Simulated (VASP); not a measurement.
# SrO (P6_3mc) in VASP: further runs, part 2 of 2

VASP 6.6.1. The steps go on from the part before.

### 4 Single point, r2SCAN

Input file POSCAR:

```
SrO
1.0
    4.2754662700      0.0000000000      0.0000000000
   -2.1377331300      3.7026624000      0.0000000000
    0.0000000000      0.0000000000      5.1555949900
Sr O
2 2
Direct
    0.3333333292      0.6666666694      0.9381277000
    0.6666666684      0.3333333306      0.4381277010
    0.3333333292      0.6666666694      0.4368722998
    0.6666666684      0.3333333306      0.9368723007
```

Input file INCAR.step1:

```
PREC     = Accurate       # precision mode
ENCUT    = 520            # plane-wave cutoff, eV
ISMEAR   = 0              # smearing method
SIGMA    = 0.01           # smearing width, eV
LREAL    = F              # projectors in reciprocal space
LASPH    = T              # aspherical terms in the spheres
NELM     = 100            # most SCF steps
NBANDS   = 24             # bands
GGA      = PE             # functional
ALGO     = Normal         # electronic algorithm
EDIFF    = 1E-4           # SCF threshold, eV
LWAVE    = T              # write WAVECAR
LCHARG   = F              # write CHGCAR
```

Input file INCAR.step2:

```
PREC     = Accurate       # precision mode
ENCUT    = 520            # plane-wave cutoff, eV
EDIFF    = 1E-6           # SCF threshold, eV
ISMEAR   = 0              # smearing method
SIGMA    = 0.01           # smearing width, eV
LREAL    = F              # projectors in reciprocal space
LASPH    = T              # aspherical terms in the spheres
NELM     = 100            # most SCF steps
ALGO     = Normal         # electronic algorithm
ISIF     = 2              # what is computed and relaxed
LWAVE    = F              # write WAVECAR
LCHARG   = F              # write CHGCAR
METAGGA  = R2SCAN         # meta-GGA
LMIXTAU  = T            
NBANDS   = 24             # bands
ISTART   = 1
```

Input file KPOINTS:

```
regular mesh
0
Gamma
  6 6 6
```

Launch:

```
$ cat potpaw_PBE.64/Sr_sv/POTCAR potpaw_PBE.64/O/POTCAR > POTCAR
$ cp INCAR.step1 INCAR
$ mpirun -np 1 vasp_std > vasp.out
$ cp INCAR.step2 INCAR
$ mpirun -np 1 vasp_std > vasp.out
```

Wall time 2.2 min (1 thread of Intel Xeon 6975P-C, shared host); peak memory 0.23 GiB.

It converged, with:

```
Free energy            : -53.7650 eV
Pressure               : 0.1 GPa
Largest force          : 0.016 eV/Å
Band gap on the k mesh : 3.01 eV, direct
```

Forces on the atoms (eV/Å):
```
Sr   0.000  0.000 -0.016
Sr   0.000  0.000 -0.016
O    0.000  0.000  0.016
O    0.000  0.000  0.016
```

Stress tensor (GPa, compression positive):
```
0.16 0.00 0.00
0.00 0.16 0.00
0.00 0.00 0.01
```

Levels at points of the mesh, in eV from the valence-band top:
```
           k point  band 12  band 13  band 14  band 15  band 16  band 17  band 18  band 19  band 20  band 21
(0.00, 0.00, 0.00)    -1.04    -0.88    -0.88    -0.33     0.00     3.01     6.72     6.72     7.67     8.76
(0.50, 0.00, 0.00)    -0.83    -0.36    -0.35    -0.33    -0.26     4.62     5.25     5.61     7.82     8.64
(0.00, 0.00, 0.50)    -1.22    -1.08    -1.08    -1.08    -1.08     4.71     4.71     8.46     8.46     8.46
(0.50, 0.00, 0.50)    -1.59    -0.89    -0.89    -0.43    -0.43     5.28     5.28     7.98     7.98     8.74
```

Caveat: the PAW data sets were made with another functional, which shifts forces and pressure a little. A k mesh can miss the band edges.

### 5 Single point, r2SCAN

POSCAR is that of step 4.

Input file INCAR.step1:

```
PREC = Accurate ; ENCUT = 520
ISMEAR = 0 ; SIGMA = 0.01
LREAL = False ; LASPH = True
NELM = 100 ; NBANDS = 24
GGA = PE ; ALGO = Normal
EDIFF = 1E-4 ; LWAVE = True
LCHARG = False
```

Input file INCAR.step2:

```
PREC = Accurate ; ENCUT = 520
EDIFF = 1E-6 ; ISMEAR = 0
SIGMA = 0.01 ; LREAL = False
LASPH = True ; NELM = 100
ALGO = Normal ; ISIF = 2
LWAVE = False ; LCHARG = False
METAGGA = R2SCAN ; LMIXTAU = True
NBANDS = 24 ; ISTART = 1
```

Input file KPOINTS:

```
Automatic mesh
0
Gamma
  12 12 6
```

Potentials or basis: VASP PAW PBE potentials, release 64 (Sr_sv, O).

Launch:

```
$ cat potpaw_PBE.64/Sr_sv/POTCAR potpaw_PBE.64/O/POTCAR > POTCAR
$ cp INCAR.step1 INCAR
$ mpirun -np 1 vasp_std > vasp.out
$ cp INCAR.step2 INCAR
$ mpirun -np 1 vasp_std > vasp.out
```

OUTCAR:

```text
PREC = Accurate
   ENCUT = 520
   EDIFF = 1E-6
   ISMEAR = 0
   LREAL = False
   LASPH = True
   NELM = 100
   ISIF = 2
   METAGGA = R2SCAN
   ISTART = 1

 ion  position               nearest neighbor table
   1  0.333  0.667  0.938-   4 2.47   4 2.47   4 2.47   3 2.57   3 2.58   2 3.57   2 3.57   2 3.57
                             2 3.57   2 3.57   2 3.57
   2  0.667  0.333  0.438-   3 2.47   3 2.47   3 2.47   4 2.57   4 2.58   1 3.57   1 3.57   1 3.57
                             1 3.57   1 3.57   1 3.57
   3  0.333  0.667  0.437-   2 2.47   2 2.47   2 2.47   1 2.57   1 2.58
   4  0.667  0.333  0.937-   1 2.47   1 2.47   1 2.47   2 2.57   2 2.58

  LATTYP: Found a hexagonal cell.
 ALAT       =     4.2754662700
 C/A-ratio  =     1.2058556107

  Lattice vectors:

 A1 = (   4.2754662700,   0.0000000000,   0.0000000000)
 A2 = (  -2.1377331300,   3.7026624000,   0.0000000000)
 A3 = (   0.0000000000,   0.0000000000,   5.1555949900)

Analysis of symmetry for initial positions (statically):
=====================================================================
 Subroutine PRICEL returns:
 Original cell was already a primitive cell.

 Routine SETGRP: Setting up the symmetry group for a
 hexagonal supercell.

 Subroutine GETGRP returns: Found 12 space group operations
 (whereof  6 operations were pure point group operations)
 out of a pool of 24 trial point group operations.

The static configuration has the point symmetry C_3v.
 The point group associated with its full space group is C_6v.

Analysis of symmetry for dynamics (positions and initial velocities):
=====================================================================
 Subroutine PRICEL returns:
 Original cell was already a primitive cell.

 Routine SETGRP: Setting up the symmetry group for a
 hexagonal supercell.

 Subroutine GETGRP returns: Found 12 space group operations
[... 120 lines left out ...]
   NUPDOWN=      -1.0000    fix difference up-down
   EMIN   =  10.00;   EMAX   =-10.00  energy-range for DOS
   EFERMI =   0.00;   METHOD = LEGACY
   ISMEAR =     0;   SIGMA  =   0.01  broadening in eV -4-tet -1-fermi 0-gaus
   EFERMI_NEDOS =   21; number of points for ismear=-14 and -15
   IALGO  =     38    algorithm
   IMIX   =      4    mixing-type and parameters
     AMIX     =   0.40;   BMIX     =  1.00
     AMIX_MAG =   1.60;   BMIX_MAG =  1.00
  volume/ion in A,a.u.               =      20.40       137.69
  Fermi-wavevector in a.u.,A,eV,Ry     =   1.198209  2.264287 19.533960  1.435706
  Thomas-Fermi vector in A             =   2.334104
   LORBIT       =      0    0 simple, 1 ext, 2 COOP (PROOUT), +10 PAW based schemes
   METAGGA = R2SCAN    functional components
   LHFCALC =     F    Hartree Fock is set to
   AEXX    =    0.0000 exact exchange contribution
   IVDW    =     0    specifies the selected vdW correction
   LEPSILON=     F    determine dielectric tensor
   LRPA    =     F    only Hartree local field effects (RPA)
 non-spin polarized calculation
 Gauss-broadening in eV      SIGMA  =   0.01
  energy-cutoff  :      520.00
  volume of cell :       81.62
 maximum number of plane-waves:      2220
 NGX is ok and might be reduce to    32
   NGX = 15   NGY = 15   NGZ = 19

 number of electron      32.0000007 magnetization

 Free energy of the ion-electron system (eV)
  ---------------------------------------------------
  ext. energy  EPLUGINS =         0.00000000
  ---------------------------------------------------
  free energy    TOTEN  =       -53.76500783 eV

  energy without entropy =      -53.76500783  energy(sigma->0) =      -53.76500783

 E-fermi :   0.4754     XC(G=0):  -9.4634

 val. band max:        0.4341658151   @ k =   0.0000   0.0000   0.0000
 cond. band min:       3.4449938362   @ k =   0.0000   0.0000   0.0000
 fundamental gap:      3.0108280211
 Fermi energy:         0.4754463406

 k-point     1 :       0.0000    0.0000    0.0000
  band No.  band energies     occupation
      1     -33.0546      2.00000
      2     -32.8880      2.00000
      3     -15.5557      2.00000
      4     -15.5402      2.00000
      5     -14.9535      2.00000
      6     -14.5646      2.00000
[... 637 lines left out ...]
     23       9.7863      0.00000
     24       9.9894      0.00000

 [... further k-points ...]
[... 5 lines left out ...]
  --------------------------------------------------------------------------------------
  -------------------------------------------------------------------------------------
  Total        0.0795758      0.0795758      0.0077898      0.0000000      0.0000000      0.0000000
  in kB        1.5621227      1.5621227      0.1529191      0.0000000      0.0000000      0.0000000
  external PRESSURE =       1.0923882 kB  Pullay stress =       0.0000000 kB

 VOLUME and BASIS-vectors are now :
 -----------------------------------------------------------------------------
  energy-cutoff  :      520.00
  volume of cell :       81.62
      direct lattice vectors                 reciprocal lattice vectors
     4.275466270  0.000000000  0.000000000     0.233892618  0.135037966  0.000000000
    -2.137733130  3.702662400  0.000000000     0.000000000  0.270075932  0.000000000
     0.000000000  0.000000000  5.155594990     0.000000000  0.000000000  0.193964034

 POSITION                                       TOTAL-FORCE (eV/Angst)
 -----------------------------------------------------------------------------------
     -0.00000      2.46844      4.83661         0.000000      0.000000     -0.015734
      2.13773      1.23422      2.25881        -0.000000      0.000000     -0.015734
     -0.00000      2.46844      2.25234        -0.000000      0.000000      0.015734
      2.13773      1.23422      4.83013         0.000000     -0.000000      0.015734
 -----------------------------------------------------------------------------------
    total drift:                               -0.000008      0.000014      0.000876

  FREE ENERGIE OF THE ION-ELECTRON SYSTEM (eV)
  ---------------------------------------------------
  free  energy   TOTEN  =       -53.7650078280 eV

  energy  without entropy=      -53.7650078280  energy(sigma->0) =      -53.76500783
```

OUTCAR.step1:

```text
PREC = Accurate
   ENCUT = 520
   ISMEAR = 0
   LREAL = False
   LASPH = True
[... 881 lines left out ...]
     -0.00000      2.46844      4.83661        -0.000000     -0.000000     -0.014076
      2.13773      1.23422      2.25881         0.000000     -0.000000     -0.014076
     -0.00000      2.46844      2.25234         0.000000      0.000000      0.014076
      2.13773      1.23422      4.83013         0.000000     -0.000000      0.014076
 -----------------------------------------------------------------------------------
    total drift:                               -0.000008      0.000014      0.000351

  FREE ENERGIE OF THE ION-ELECTRON SYSTEM (eV)
  ---------------------------------------------------
  free  energy   TOTEN  =       -23.8988710931 eV

  energy  without entropy=      -23.8988710931  energy(sigma->0) =      -23.89887109
```

OSZICAR.step1:

```text
N       E                     dE             d eps       ncg     rms          rms(c)
DAV:   1     0.194250745133E+03    0.19425E+03   -0.16304E+04  3648   0.125E+03
DAV:   2    -0.154705306324E+02   -0.20972E+03   -0.19578E+03  4984   0.287E+02
DAV:   3    -0.292943048871E+02   -0.13824E+02   -0.13733E+02  5808   0.676E+01
DAV:   4    -0.296793164108E+02   -0.38501E+00   -0.38477E+00  5040   0.948E+00
DAV:   5    -0.296848319079E+02   -0.55155E-02   -0.55153E-02  5312   0.104E+00    0.238E+01
DAV:   6    -0.241981576436E+02    0.54867E+01   -0.25909E+01  4216   0.265E+01    0.285E+01
DAV:   7    -0.240029107958E+02    0.19525E+00   -0.19497E+00  4800   0.798E+00    0.168E+01
DAV:   8    -0.238926728623E+02    0.11024E+00   -0.53169E-01  4312   0.501E+00    0.248E+00
DAV:   9    -0.238911057614E+02    0.15671E-02   -0.53002E-02  5088   0.145E+00    0.508E-01
DAV:  10    -0.238980128131E+02   -0.69071E-02   -0.68482E-03  3832   0.492E-01    0.202E-01
DAV:  11    -0.238985469212E+02   -0.53411E-03   -0.20322E-03  4888   0.236E-01    0.119E-01
DAV:  12    -0.238988701581E+02   -0.32324E-03   -0.53284E-04  3760   0.122E-01    0.293E-02
DAV:  13    -0.238988710931E+02   -0.93494E-06   -0.19839E-05  3456   0.281E-02
   1 F= -.23898871E+02 E0= -.23898871E+02  d E =-.262526E-37
```

It took 4.8 min on 1 thread of Intel Xeon 6975P-C, shared host; peak memory 0.29 GiB.

What came out:

```
Free energy            : -53.7650 eV
Pressure               : 0.1 GPa
Largest force          : 0.016 eV/Å
Band gap on the k mesh : 3.01 eV, direct
```

Forces on the atoms (eV/Å):
```
Sr   0.000  0.000 -0.016
Sr   0.000  0.000 -0.016
O    0.000  0.000  0.016
O    0.000  0.000  0.016
```

Caveat: the PAW data sets were made with another functional, which shifts forces and pressure a little. r2SCAN opens gaps a little over a GGA but as a rule still falls short of measured ones.

### 6 The runs side by side

| k mesh | gap on the mesh (eV) | pressure (GPa) | largest force (eV/Å) |
| --- | --- | --- | --- |
| 3 × 3 × 2 | 2.99 | 0.4 | 0.02 |
| 6 × 6 × 4 | 3.01 | 0.1 | 0.02 |
| 6 × 6 × 6 | 3.01 | 0.1 | 0.02 |
| 12 × 12 × 6 | 3.01 | 0.1 | 0.02 |

Alike in all rows: task single point; level r2SCAN; potentials or basis VASP PAW PBE potentials, release 64 (Sr_sv, O); no spin polarisation; cell as given; cutoff (eV) 520; smearing gaussian 0.01 eV.

Caveats: some runs use coarse meshes; the PAW data sets were made with another functional, which shifts forces and pressure a little.

Absolute energies hang on the potentials; compare differences alone.
